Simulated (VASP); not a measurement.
Write the native input for VASP 6.6.1 that does the following.

| Property | Result |
| --- | --- |
| Task | single point |
| Functional | PBE |
| Potentials or basis | VASP PAW PBE potentials, release 64 (Na_pv, Cl) |
| Cutoff | 520 eV |
| k mesh | 8 × 8 × 8 |
| Occupations | gaussian, width 0.05 eV |
| Spin | no spin polarisation |
| Dipole correction | no |
| Further INCAR settings | ALGO = Normal; EDIFF = 1e-06; NBANDS = 14 |

The structure of NaCl lies in POSCAR:

```
NaCl
1.0
    3.4594576539      0.0000000000      0.0000000000
    0.0000000000      3.4594576539      0.0000000000
    0.0000000000      0.0000000000      3.4594576539
Na Cl
1 1
Direct
    0.0000000000      0.0000000000      0.0000000000
    0.5000000000      0.5000000000      0.5000000000
```

This cell differs from its parent crystal: volume scaled by 0.960.

The input as run:

INCAR

```
SYSTEM = NaCl
PREC = Accurate ; ENCUT = 520
EDIFF = 1E-6 ; ISMEAR = 0
SIGMA = 0.05 ; LREAL = .FALSE.
LASPH = .TRUE. ; NELM = 100
ALGO = Normal ; ISIF = 2
LWAVE = .FALSE. ; LCHARG = .FALSE.
GGA = PE ; NBANDS = 14
```

KPOINTS

```
Automatic mesh
0
G
  8 8 8
  0 0 0
```

Potentials or basis: VASP PAW PBE potentials, release 64 (Na_pv, Cl).

The run is started by

```bash
$ cat potpaw_PBE.64/Na_pv/POTCAR potpaw_PBE.64/Cl/POTCAR > POTCAR
$ mpirun -np 1 vasp_std > vasp.out
```

It gave:

```
Pressure               : 1.1 GPa
Band gap on the k mesh : 4.11 eV, indirect (least direct gap 4.63 eV)
```

Wall time 16 s on 1 thread of Intel(R) Xeon(R) 6975P-C (Granite Rapids), on a shared host, peak memory 0.15 GiB.
